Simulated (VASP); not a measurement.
Runs of VASP 6.6.1 on Tl3Cu. It takes space group Pm-3m (No. 221, cubic). The conventional cell has a = 4.717 Å, b = 4.717 Å, c = 4.717 Å, α = 90.00°, β = 90.00°, γ = 90.00°. Within 4.4 Å of Tl (site symmetry 4/mmm) lie 8 Tl at 3.34 Å and 4 Cu at 3.34 Å. Within 4.4 Å of Cu (site symmetry m-3m) lie 12 Tl at 3.34 Å. 

| k mesh | gap on the mesh (eV) | pressure (GPa) |
| --- | --- | --- |
| 3 × 3 × 3 | none | -2.5 |
| 4 × 4 × 4 | none | -3.2 |
| 5 × 5 × 5 | none | (a) |
| 6 × 6 × 6 | none | -3.2 |
| 2 × 2 × 2 | none | -1.2 |

Alike in all rows: task single point; level PBEsol; potentials or basis VASP PAW PBE potentials, release 64 (Tl_d, Cu); no spin polarisation; cell as given; cutoff (eV) 520; smearing gaussian 0.1 eV.

Problem. Estimate the missing entries.

Solution. (a) -3.3.

Caveats: some runs use coarse meshes; the PAW data sets were made with another functional, which shifts forces and pressure a little; spin-orbit coupling is left out, which moves the levels of the heavy elements; the cell stands under tension (at least some runs).

A k mesh can miss the band edges, and the runs leave out spin-orbit coupling on Tl.

A gap of «none» marks levels without a gap at the run's occupations.
